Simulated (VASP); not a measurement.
# GaGe3 in VASP: further runs, part 2 of 2

VASP 6.6.1. Earlier steps stand in the parts before.

## (6) Single point, LDA (volume scaled by 0.96)

The input, INCAR:

```
SYSTEM = GaGe3
PREC     = Accurate       ! precision mode
ENCUT    = 520            ! plane-wave cutoff, eV
EDIFF    = 1E-6           ! SCF threshold, eV
ISMEAR   = -1             ! smearing method
SIGMA    = 0.05           ! smearing width, eV
LREAL    = .False.        ! projectors in reciprocal space
LASPH    = .True.         ! aspherical terms in the spheres
NELM     = 60             ! most SCF steps
ALGO     = Normal         ! electronic algorithm
ISIF     = 2              ! what is computed and relaxed
LWAVE    = .False.        ! write WAVECAR
LCHARG   = .True.         ! write CHGCAR
GGA      = CA             ! functional
LELF     = .True.         ! ELF
LVHAR    = .True.       
NBANDS   = 36             ! bands
```

The input, KPOINTS:

```
regular mesh
0
Gamma
  6 6 6
  0 0 0
```

The input, POSCAR:

```
GaGe3
1.0
    4.2206418035      0.0000000000      0.0000000000
    0.0000000000      4.2206418035      0.0000000000
    0.0000000000      0.0000000000      4.2206418035
Ge Ga
3 1
Direct
    0.5000000000      0.5000000000      0.0000000000
    0.5000000000      0.0000000000      0.5000000000
    0.0000000000      0.5000000000      0.5000000000
    0.0000000000      0.0000000000      0.0000000000
```

Potentials or basis: VASP PAW LDA potentials, release 64 (Ge_d, Ga_d).

The run is started by

```sh
cat potpaw_LDA.64/Ge_d/POTCAR potpaw_LDA.64/Ga_d/POTCAR > POTCAR
mpirun -np 1 vasp_std > vasp.out
```

OUTCAR:

```text
SYSTEM = GaGe3
   PREC = Accurate
   ENCUT = 520
   EDIFF = 1E-6
   ISMEAR = -1
   LREAL = .False.
   LASPH = .True.
   NELM = 60
   ISIF = 2
   GGA = CA

 ion  position               nearest neighbor table
   1  0.500  0.500  0.000-
   2  0.500  0.000  0.500-
   3  0.000  0.500  0.500-
   4  0.000  0.000  0.000-

  LATTYP: Found a simple cubic cell.
 ALAT       =     4.2206418035

  Lattice vectors:

 A1 = (   4.2206418035,   0.0000000000,   0.0000000000)
 A2 = (   0.0000000000,   4.2206418035,   0.0000000000)
 A3 = (   0.0000000000,   0.0000000000,   4.2206418035)

Analysis of symmetry for initial positions (statically):
=====================================================================
 Subroutine PRICEL returns:
 Original cell was already a primitive cell.

 Routine SETGRP: Setting up the symmetry group for a
 simple cubic supercell.

 Subroutine GETGRP returns: Found 48 space group operations
 (whereof 48 operations were pure point group operations)
 out of a pool of 48 trial point group operations.

The static configuration has the point symmetry O_h .

Analysis of symmetry for dynamics (positions and initial velocities):
=====================================================================
 Subroutine PRICEL returns:
 Original cell was already a primitive cell.

 Routine SETGRP: Setting up the symmetry group for a
 simple cubic supercell.

 Subroutine GETGRP returns: Found 48 space group operations
 (whereof 48 operations were pure point group operations)
 out of a pool of 48 trial point group operations.

The dynamic configuration has the point symmetry O_h .

 Subroutine INISYM returns: Found 48 space group operations
 (whereof 48 operations are pure point group operations),
 and found     1 'primitive' translations
[... 107 lines left out ...]
   EMIN   =  10.00;   EMAX   =-10.00  energy-range for DOS
   EFERMI =   0.00;   METHOD = LEGACY
   ISMEAR =    -1;   SIGMA  =   0.05  broadening in eV -4-tet -1-fermi 0-gaus
   EFERMI_NEDOS =   21; number of points for ismear=-14 and -15
   IALGO  =     38    algorithm
   IMIX   =      4    mixing-type and parameters
     AMIX     =   0.40;   BMIX     =  1.00
     AMIX_MAG =   1.60;   BMIX_MAG =  1.00
  volume/ion in A,a.u.               =      18.80       126.84
  Fermi-wavevector in a.u.,A,eV,Ry     =   1.475086  2.787508 29.604612  2.175878
  Thomas-Fermi vector in A             =   2.589778
   LORBIT       =      0    0 simple, 1 ext, 2 COOP (PROOUT), +10 PAW based schemes
   GGA     = CA    functional components
   LHFCALC =     F    Hartree Fock is set to
   AEXX    =    0.0000 exact exchange contribution
   IVDW    =     0    specifies the selected vdW correction
   LEPSILON=     F    determine dielectric tensor
   LRPA    =     F    only Hartree local field effects (RPA)
 non-spin polarized calculation
  energy-cutoff  :      520.00
  volume of cell :       75.19
 maximum number of plane-waves:      2048
 NGX is ok and might be reduce to    32
   NGX = 15   NGY = 15   NGZ = 15

 number of electron      55.0000031 magnetization

 Free energy of the ion-electron system (eV)
  ---------------------------------------------------
  ext. energy  EPLUGINS =         0.00000000
  ---------------------------------------------------
  free energy    TOTEN  =       -18.12787678 eV

  energy without entropy =      -18.10507009  energy(sigma->0) =      -18.11647343

 E-fermi :   6.2848     XC(G=0): -11.5328

 val. band max:        6.2513764703   @ k =   0.3333   0.3333   0.0000
 cond. band min:       6.3013892379   @ k =   0.5000   0.5000   0.0000
 fundamental gap:      0.0500127676
 Fermi energy:         6.2847712989

 k-point     1 :       0.0000    0.0000    0.0000
  band No.  band energies     occupation
      1     -18.6026      2.00000
      2     -18.6026      2.00000
      3     -18.6026      2.00000
      4     -18.5913      2.00000
      5     -18.5531      2.00000
      6     -18.5531      2.00000
[... 769 lines left out ...]
     35      14.9825      0.00000
     36      14.9825      0.00000

------------------------ aborting loop because EDIFF is reached ----------------------------------------

  FORCE on cell =-STRESS in cart. coord.  units (eV):
  Direction    XX          YY          ZZ          XY          YZ          ZX
  --------------------------------------------------------------------------------------
  -------------------------------------------------------------------------------------
  Total       -1.2556344     -1.2556344     -1.2556344      0.0000000     -0.0000000      0.0000000
  in kB      -26.7570547    -26.7570547    -26.7570547      0.0000000     -0.0000000      0.0000000
  external PRESSURE =     -26.7570547 kB  Pullay stress =       0.0000000 kB

 VOLUME and BASIS-vectors are now :
 -----------------------------------------------------------------------------
  energy-cutoff  :      520.00
  volume of cell :       75.19
      direct lattice vectors                 reciprocal lattice vectors
     4.220641804  0.000000000  0.000000000     0.236930791  0.000000000  0.000000000
     0.000000000  4.220641804  0.000000000     0.000000000  0.236930791  0.000000000
     0.000000000  0.000000000  4.220641804     0.000000000  0.000000000  0.236930791

 POSITION                                       TOTAL-FORCE (eV/Angst)
 -----------------------------------------------------------------------------------
      2.11032      2.11032      0.00000         0.000000      0.000000      0.000000
      2.11032      0.00000      2.11032         0.000000      0.000000      0.000000
      0.00000      2.11032      2.11032         0.000000      0.000000      0.000000
      0.00000      0.00000      0.00000         0.000000      0.000000      0.000000
 -----------------------------------------------------------------------------------
    total drift:                                0.000000     -0.000000     -0.000000

  FREE ENERGIE OF THE ION-ELECTRON SYSTEM (eV)
  ---------------------------------------------------
  free  energy   TOTEN  =       -18.1278767775 eV

  energy  without entropy=      -18.1050700893  energy(sigma->0) =      -18.11647343
```

OSZICAR:

```text
N       E                     dE             d eps       ncg     rms          rms(c)
DAV:   1     0.442078447062E+03    0.44208E+03   -0.26751E+04  1668   0.401E+03
DAV:   2     0.641697103510E+02   -0.37791E+03   -0.36819E+03  1448   0.761E+02
DAV:   3    -0.139226969496E+02   -0.78092E+02   -0.77182E+02  1580   0.204E+02
DAV:   4    -0.181172910475E+02   -0.41946E+01   -0.41711E+01  1644   0.533E+01
DAV:   5    -0.182075099420E+02   -0.90219E-01   -0.90184E-01  1660   0.875E+00    0.216E+00
DAV:   6    -0.181490051959E+02    0.58505E-01   -0.10349E-01  1792   0.358E+00    0.113E+00
DAV:   7    -0.181289594360E+02    0.20046E-01   -0.30725E-02  1884   0.155E+00    0.178E-01
DAV:   8    -0.181279048806E+02    0.10546E-02   -0.35289E-03  1568   0.672E-01    0.481E-02
DAV:   9    -0.181278758834E+02    0.28997E-04   -0.20482E-04  1956   0.154E-01    0.246E-02
DAV:  10    -0.181278773083E+02   -0.14249E-05   -0.13823E-05  1532   0.373E-02    0.353E-03
DAV:  11    -0.181278767775E+02    0.53085E-06   -0.34550E-06  1340   0.244E-02
   1 F= -.18127877E+02 E0= -.18116473E+02  d E =-.228067E-01
```

stdout:

```text
POSCAR found type information on POSCAR GeGa
 POSCAR found :  2 types and       4 ions
 scaLAPACK will be used
 LDA part: xc-table for (Slater(with rela. corr.)+CA(PZ))
 , standard interpolation
 POSCAR, INCAR and KPOINTS ok, starting setup
 FFT: planning ... GRIDC
 FFT: planning ... GRID_SOFT
 FFT: planning ... GRID
 WAVECAR not read
 entering main loop
```

Run time: 18 s. Hardware: 1 thread of Intel Xeon 6975P-C, shared host; peak memory 0.18 GiB.

What came out:

- Free energy: -18.1279 eV
- Pressure: -2.7 GPa

## (7) Summary

```tsv
level	potentials or basis	cell	gap on the mesh (eV)	pressure (GPa)
PBE	VASP PAW PBE potentials, release 64 (Ge_d, Ga_d)	a = 4.335 Å, 4 atoms	none	-2.0
PBE	VASP PAW PBE potentials, release 64 (Ge_d, Ga_d)	a = 4.362 Å, 4 atoms	none	-2.9
PBE	VASP PAW PBE potentials, release 64 (Ge_d, Ga_d)	a = 4.278 Å, 4 atoms	none	-0.1
LDA	VASP PAW LDA potentials, release 64 (Ge_d, Ga_d)	a = 4.191 Å, 4 atoms	none	-1.4
LDA	VASP PAW LDA potentials, release 64 (Ge_d, Ga_d)	a = 4.221 Å, 4 atoms	none	-2.7
```

Alike in all rows: task single point; no spin polarisation; k mesh 6 × 6 × 6; cutoff (eV) 520; smearing fermi-dirac 0.05 eV.

Absolute energies hang on the potentials; compare differences alone.
